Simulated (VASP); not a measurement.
A run of VASP 6.6.1 is set up as follows.

Contents of INCAR:

```
PREC     = Accurate       # precision mode
ENCUT    = 520            # plane-wave cutoff, eV
EDIFF    = 1E-7           # SCF threshold, eV
ISMEAR   = -1             # smearing method
SIGMA    = 0.05           # smearing width, eV
LREAL    = F              # projectors in reciprocal space
LASPH    = T              # aspherical terms in the spheres
NELM     = 60             # most SCF steps
ALGO     = Normal         # electronic algorithm
ISIF     = 2              # what is computed and relaxed
LWAVE    = F              # write WAVECAR
LCHARG   = F              # write CHGCAR
GGA      = PE             # functional
NBANDS   = 16             # bands
```

The input KPOINTS:

```
regular mesh
0
Gamma
  9 9 9
```

File POSCAR:

```
HgTe
1.0
    0.0000000000      3.1582555974      3.1582555974
    3.1582555974      0.0000000000      3.1582555974
    3.1582555974      3.1582555974      0.0000000000
Hg Te
1 1
Direct
    0.0000000000      0.0000000000      0.0000000000
    0.7500000000      0.7500000000      0.7500000000
```

Potentials or basis: VASP PAW PBE potentials, release 64 (Hg, Te).

Run with:

```console
$ cat potpaw_PBE.64/Hg/POTCAR potpaw_PBE.64/Te/POTCAR > POTCAR
$ mpirun -np 1 vasp_std > vasp.out
```

**Question.** Predict the band gap on the k mesh.

**Answer.** Zero (filled and empty bands touch).

**Question.** Estimate the pressure.

**Answer.** 8.0 GPa.

Caveat: spin-orbit coupling is left out, which moves the levels of the heavy elements.
